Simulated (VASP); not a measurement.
RbBr, 2 atoms in the cell. It takes space group Amm2 (No. 38, orthorhombic). The conventional cell has a = 4.070 Å, b = 5.756 Å, c = 5.756 Å, α = 90.00°, β = 90.00°, γ = 90.00°. Within 4.1 Å of Rb (site symmetry mm2) lie 8 Br at 3.15 to 3.92 Å and 6 Rb at 4.07 Å. Within 4.1 Å of Br (site symmetry mm2) lie 8 Rb at 3.15 to 3.92 Å and 6 Br at 4.07 Å.  This cell differs from its parent crystal: mode 5 frozen in at -0.173 Å and mode 6 at -0.173 Å (largest displacements).

```yaml
Program: VASP 6.6.1
Task: single point
Functional: PBEsol
Potentials_or_basis: VASP PAW PBE potentials, release 64 (Rb_sv, Br)
Cutoff: 520 eV
k_mesh: 6 × 6 × 6
Occupations: gaussian, width 0.05 eV
Spin: no spin polarisation
Dipole_correction: no
Further_INCAR_settings: ALGO = Normal; EDIFF = 1e-07; NBANDS = 15
```

Potentials or basis: VASP PAW PBE potentials, release 64 (Rb_sv, Br).

The run is started by

```console
$ cat potpaw_PBE.64/Rb_sv/POTCAR potpaw_PBE.64/Br/POTCAR > POTCAR
$ mpirun -np 1 vasp_std > vasp.out
```

Hardware: 1 thread of Intel(R) Xeon(R) 6975P-C (Granite Rapids), with other jobs on the host.

Question: How long does it take, and how much memory?

Answer: It took 40 s on 1 thread of Intel(R) Xeon(R) 6975P-C (Granite Rapids), on a shared host, peak memory 0.19 GiB. Counts: scf iterations 14, k points 52.
